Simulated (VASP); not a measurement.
# K (Pm-3m) in VASP: single point with PBEsol

Aim: the single point of K with PBEsol.

Program: VASP 6.6.1. These are calculated values, not measurements. Logs are shortened: lines on timing, memory, paths and dates and some standing lists are left out, and cuts for length are marked.

## Step 1: The cell of the first run

The structure is cubic, space group Pm-3m (No. 221). The conventional cell has a = 4.156 Å, b = 4.156 Å, c = 4.156 Å, α = 90.00°, β = 90.00°, γ = 90.00°. K (site symmetry m-3m) has 6 K at 4.16 Å within 5.5 Å.

This isn't the form of K at room conditions, which is bcc.

## Step 2: Single point, PBEsol

The input, INCAR:

```
SYSTEM = K
PREC = Accurate
ENCUT = 520
EDIFF = 1E-6
ISMEAR = 0
SIGMA = 0.15
LREAL = .FALSE.
LASPH = .TRUE.
NELM = 80
ALGO = Fast
ISIF = 2
LWAVE = .FALSE.
LCHARG = .FALSE.
GGA = PS
NBANDS = 10
```

The input, KPOINTS:

```
regular mesh
0
G
  14 14 14
  0 0 0
```

The input, POSCAR:

```
K
1.0
   -1.3852719847      2.7705439694      2.7705439694
    2.7705439694     -1.3852719847      2.7705439694
    2.7705439694      2.7705439694     -1.3852719847
K
1
Direct
    0.0000000000      0.0000000000      0.0000000000
```

Potentials or basis: VASP PAW PBE potentials, release 64 (K_sv).

On the command line:

```
> cat potpaw_PBE.64/K_sv/POTCAR > POTCAR
> mpirun -np 1 vasp_std > vasp.out
```

OUTCAR:

```text
SYSTEM = K
   PREC = Accurate
   ENCUT = 520
   EDIFF = 1E-6
   ISMEAR = 0
   LREAL = .FALSE.
   LASPH = .TRUE.
   NELM = 80
   ISIF = 2
   GGA = PS

 ion  position               nearest neighbor table
   1  0.000  0.000  0.000-

  LATTYP: Found a simple cubic cell.
 ALAT       =     4.1558159541

  Lattice vectors:

 A1 = (  -1.3852719847,   2.7705439694,   2.7705439694)
 A2 = (   2.7705439694,  -1.3852719847,   2.7705439694)
 A3 = (   2.7705439694,   2.7705439694,  -1.3852719847)

Analysis of symmetry for initial positions (statically):
=====================================================================
 Subroutine PRICEL returns:
 Original cell was already a primitive cell.

 Routine SETGRP: Setting up the symmetry group for a
 simple cubic supercell.

 Subroutine GETGRP returns: Found 48 space group operations
 (whereof 48 operations were pure point group operations)
 out of a pool of 48 trial point group operations.

The static configuration has the point symmetry O_h .

Analysis of symmetry for dynamics (positions and initial velocities):
=====================================================================
 Subroutine PRICEL returns:
 Original cell was already a primitive cell.

 Routine SETGRP: Setting up the symmetry group for a
 simple cubic supercell.

 Subroutine GETGRP returns: Found 48 space group operations
 (whereof 48 operations were pure point group operations)
 out of a pool of 48 trial point group operations.

The dynamic configuration has the point symmetry O_h .

 Subroutine INISYM returns: Found 48 space group operations
 (whereof 48 operations are pure point group operations),
 and found     1 'primitive' translations

----------------------------------------------------------------------------------------

                                     Primitive cell

  volume of cell :      71.7743

  direct lattice vectors                    reciprocal lattice vectors
    -1.385271985  2.770543969  2.770543969    -0.080208878  0.160417755  0.160417755
     2.770543969 -1.385271985  2.770543969     0.160417755 -0.080208878  0.160417755
     2.770543969  2.770543969 -1.385271985     0.160417755  0.160417755 -0.080208878

  length of vectors
     4.155815954  4.155815954  4.155815954     0.240626633  0.240626633  0.240626633

  position of ions in fractional coordinates (direct lattice)
     0.000000000  0.000000000  0.000000000

  ion indices of the primitive-cell ions
   primitive index   ion index
                 1           1

----------------------------------------------------------------------------------------

 KPOINTS: regular mesh

Automatic generation of k-mesh.
 Grid dimensions read from file:
 generate k-points for:   14   14   14

 Generating k-lattice:

  Cartesian coordinates                     Fractional coordinates (reciprocal lattice)
    -0.005729206  0.011458411  0.011458411     0.071428571  0.000000000  0.000000000
     0.011458411 -0.005729206  0.011458411     0.000000000  0.071428571  0.000000000
     0.011458411  0.011458411 -0.005729206     0.000000000  0.000000000  0.071428571

  Length of vectors
     0.017187617  0.017187617  0.017187617

  Shift w.r.t. Gamma in fractional coordinates (k-lattice)
     0.000000000  0.000000000  0.000000000

 Subroutine IBZKPT returns following result:
 ===========================================

 Found    120 irreducible k-points:

 Following reciprocal coordinates:
            Coordinates               Weight
  0.000000  0.000000  0.000000      1.000000
  0.071429  0.000000  0.000000      6.000000
  0.142857  0.000000  0.000000      6.000000
  0.214286  0.000000  0.000000      6.000000
  0.285714  0.000000  0.000000      6.000000
  0.357143  0.000000  0.000000      6.000000
[... 16 lines left out ...]
  0.285714  0.214286 -0.000000     24.000000
  0.357143  0.214286  0.000000     24.000000
 [... further k-points ...]
   k-points           NKPTS =    120   k-points in BZ     NKDIM =    120   number of bands    NBANDS=     10
   number of dos      NEDOS =    301   number of ions     NIONS =      1
   total plane-waves  NPLWV =  32768
   dimension x,y,z NGX =    32 NGY =   32 NGZ =   32
   dimension x,y,z NGXF=    64 NGYF=   64 NGZF=   64
   ions per type =               1
   NGX,Y,Z   is equivalent  to a cutoff of  12.80, 12.80, 12.80 a.u.
   NGXF,Y,Z  is equivalent  to a cutoff of  25.60, 25.60, 25.60 a.u.
 SYSTEM =  K
   PREC   = accura    normal or accurate (medium, high low for compatibility)
   ISTART =      0    job   : 0-new  1-cont  2-samecut
   ICHARG =      2    charge: 1-file 2-atom 10-const
   ISPIN  =      1    spin polarized calculation?
   LNONCOLLINEAR =      F non collinear calculations
   LSORBIT =      F    spin-orbit coupling
   LASPH  =      T    aspherical Exc in radial PAW
   ENCUT  =  520.0 eV  38.22 Ry    6.18 a.u.   7.73  7.73  7.73*2*pi/ulx,y,z
   NELM   =     80;   NELMIN=  2; NELMDL= -5     # of ELM steps
   EDIFF  = 0.1E-05   stopping-criterion for ELM
   LREAL  =      F    real-space projection
   EDIFFG = 0.1E-04   stopping-criterion for IOM
   NSW    =      0    number of steps for IOM
   IBRION =     -1    ionic relax: 0-MD 1-quasi-New 2-CG
   NFREE  =      0    steps in history (QN), initial steepest desc. (CG)
   ISIF   =      2    stress and relaxation
   ISYM   =      2    0-nonsym 1-usesym 2-fastsym
   POTIM  = 0.5000    time-step for ionic-motion
   TEBEG  =    0.0;   TEEND  =   0.0 temperature during run
   PSTRESS=    0.0 pullay stress
   NELECT =       9.0000    total number of electrons
   NUPDOWN=      -1.0000    fix difference up-down
   EMIN   =  10.00;   EMAX   =-10.00  energy-range for DOS
   EFERMI =   0.00;   METHOD = LEGACY
   ISMEAR =     0;   SIGMA  =   0.15  broadening in eV -4-tet -1-fermi 0-gaus
   EFERMI_NEDOS =   21; number of points for ismear=-14 and -15
   IALGO  =     68    algorithm
   IMIX   =      4    mixing-type and parameters
     AMIX     =   0.40;   BMIX     =  1.00
     AMIX_MAG =   1.60;   BMIX_MAG =  1.00
  volume/ion in A,a.u.               =      71.77       484.36
  Fermi-wavevector in a.u.,A,eV,Ry     =   0.819406  1.548454  9.135317  0.671427
  Thomas-Fermi vector in A             =   1.930206
   LORBIT       =      0    0 simple, 1 ext, 2 COOP (PROOUT), +10 PAW based schemes
   GGA     = PS    functional components
   LHFCALC =     F    Hartree Fock is set to
   AEXX    =    0.0000 exact exchange contribution
   IVDW    =     0    specifies the selected vdW correction
   LEPSILON=     F    determine dielectric tensor
   LRPA    =     F    only Hartree local field effects (RPA)
 non-spin polarized calculation
 RMM-DIIS sequential band-by-band and
 Gauss-broadening in eV      SIGMA  =   0.15
  energy-cutoff  :      520.00
  volume of cell :       71.77
 maximum number of plane-waves:      1956
 NGX is ok and might be reduce to    32
   NGX = 15   NGY = 15   NGZ = 15

 number of electron       9.0000001 magnetization

 Free energy of the ion-electron system (eV)
  ---------------------------------------------------
  ext. energy  EPLUGINS =         0.00000000
  ---------------------------------------------------
  free energy    TOTEN  =        -1.02789079 eV

  energy without entropy =       -1.01998397  energy(sigma->0) =       -1.02393738

 E-fermi :  -0.0775     XC(G=0):  -5.7526

 val. band max:       -0.1150667506   @ k =   0.5000   0.0000   0.0000
 cond. band min:      -0.0619186699   @ k =   0.2857   0.2857   0.2857
 fundamental gap:      0.0531480807
 Fermi energy:        -0.0774506586

 k-point     1 :       0.0000    0.0000    0.0000
  band No.  band energies     occupation
      1     -32.2499      2.00000
      2     -15.7388      2.00000
      3     -15.7388      2.00000
      4     -15.7388      2.00000
      5      -2.2873      2.00000
      6       2.8095      0.00000
      7       2.8095      0.00000
      8       6.3229      0.00000
      9       6.3335      0.00000
     10       6.4624      0.00000

 k-point     2 :       0.0714    0.0000    0.0000
  band No.  band energies     occupation
      1     -32.2495      2.00000
      2     -15.7448      2.00000
      3     -15.7382      2.00000
      4     -15.7382      2.00000
      5      -2.2356      2.00000
      6       2.7713      0.00000
      7       2.8349      0.00000
      8       6.0438      0.00000
      9       6.0520      0.00000
     10       6.4606      0.00000

 k-point     3 :       0.1429    0.0000    0.0000
  band No.  band energies     occupation
      1     -32.2486      2.00000
      2     -15.7619      2.00000
      3     -15.7368      2.00000
      4     -15.7368      2.00000
      5      -2.0822      2.00000
      6       2.6227      0.00000
      7       2.9085      0.00000
      8       5.6733      0.00000
      9       5.6750      0.00000
     10       6.0804      0.00000

 k-point     4 :       0.2143    0.0000    0.0000
  band No.  band energies     occupation
      1     -32.2472      2.00000
      2     -15.7863      2.00000
      3     -15.7347      2.00000
      4     -15.7347      2.00000
      5      -1.8317      2.00000
      6       2.3016      0.00000
      7       3.0224      0.00000
      8       5.3412      0.00000
      9       5.3412      0.00000
     10       5.9109      0.00000
[... 222 lines left out ...]
 k-point    22 :       0.2143    0.2143    0.0000
  band No.  band energies     occupation
      1     -32.2446      2.00000
      2     -15.7830      2.00000
      3     -15.7798      2.00000
      4     -15.7307      2.00000
      5      -1.3909      2.00000
      6       2.5476      0.00000
      7       2.6422      0.00000
      8       4.3614      0.00000
      9       5.3031      0.00000
     10       5.8113      0.00000

 k-point    23 :       0.2857    0.2143   -0.0000
  band No.  band energies     occupation
      1     -32.2431      2.00000
      2     -15.8079      2.00000
      3     -15.7785      2.00000
      4     -15.7285      2.00000
      5      -1.0622      2.00000
      6       2.1147      0.00000
      7       2.7920      0.00000
      8       4.2107      0.00000
      9       5.1656      0.00000
     10       5.7518      0.00000

 k-point    24 :       0.3571    0.2143    0.0000
  band No.  band energies     occupation
      1     -32.2418      2.00000
      2     -15.8315      2.00000
      3     -15.7760      2.00000
      4     -15.7264      2.00000
      5      -0.6552      2.00000
      6       1.5342      0.00000
      7       3.0281      0.00000
      8       4.0607      0.00000
      9       5.0093      0.00000
     10       5.7684      0.00000

 [... further k-points ...]

------------------------ aborting loop because EDIFF is reached ----------------------------------------

  FORCE on cell =-STRESS in cart. coord.  units (eV):
  Direction    XX          YY          ZZ          XY          YZ          ZX
  --------------------------------------------------------------------------------------
  -------------------------------------------------------------------------------------
  Total        0.0798318      0.0798318      0.0798318      0.0000000      0.0000000      0.0000000
  in kB        1.7820412      1.7820412      1.7820412      0.0000000      0.0000000      0.0000000
  external PRESSURE =       1.7820412 kB  Pullay stress =       0.0000000 kB

 VOLUME and BASIS-vectors are now :
 -----------------------------------------------------------------------------
  energy-cutoff  :      520.00
  volume of cell :       71.77
      direct lattice vectors                 reciprocal lattice vectors
    -1.385271985  2.770543969  2.770543969    -0.080208878  0.160417755  0.160417755
     2.770543969 -1.385271985  2.770543969     0.160417755 -0.080208878  0.160417755
     2.770543969  2.770543969 -1.385271985     0.160417755  0.160417755 -0.080208878

 POSITION                                       TOTAL-FORCE (eV/Angst)
 -----------------------------------------------------------------------------------
      0.00000      0.00000      0.00000         0.000000     -0.000000     -0.000000
 -----------------------------------------------------------------------------------
    total drift:                                0.000000      0.000000     -0.000000

  FREE ENERGIE OF THE ION-ELECTRON SYSTEM (eV)
  ---------------------------------------------------
  free  energy   TOTEN  =        -1.0278907906 eV

  energy  without entropy=       -1.0199839666  energy(sigma->0) =       -1.02393738
```

It took 62 s on 1 thread of Intel Xeon Platinum 8375C at 2.90GHz (Ice Lake), shared host; peak memory 0.22 GiB.

What came out:

| Property | Result |
| --- | --- |
| Free energy | -1.0279 eV |
| Pressure | 0.2 GPa |
| Band gap on the k mesh | zero (an odd number of electrons rules out a gap without spin polarisation) |

Caveat: the PAW data sets were made with another functional, which shifts forces and pressure a little.

The gap in the log of VASP goes by the Fermi energy; the results here count the filled bands.